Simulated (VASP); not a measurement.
Runs of VASP 6.6.1 on GaP. The structure is that of space group R-3m (No. 166), or close to it. The cells are those of the table. 

| cell | gap on the mesh (eV) | pressure (GPa) | largest force (eV/Å) |
| --- | --- | --- | --- |
| a = 6.811 Å, angles 33.2°, 4 atoms | (a) | 0.0 | 0.05 |
| a = 6.945 Å, angles 33.2°, 4 atoms | 0.79 | (b) | 0.12 |
| a = 6.901 Å, angles 33.2°, 4 atoms | 0.81 | -2.5 | 0.08 |
| a = 6.856 Å, angles 33.2°, 4 atoms | 0.83 | -1.3 | 0.03 |

Alike in all rows: task single point; level PBE; potentials or basis VASP PAW PBE potentials, release 64 (Ga_d, P); no spin polarisation; k mesh 8 × 8 × 8; cutoff (eV) 520; smearing fermi-dirac 0.05 eV.

Question: Fill in the values left out.

Answer: (a) 0.84; (b) -3.6.

Caveats: the cell stands under tension (at least some runs); semilocal functionals underestimate gaps, and a narrow one can read as zero (at least some runs).

A k mesh can miss the band edges, and the runs leave out spin-orbit coupling on Ga.
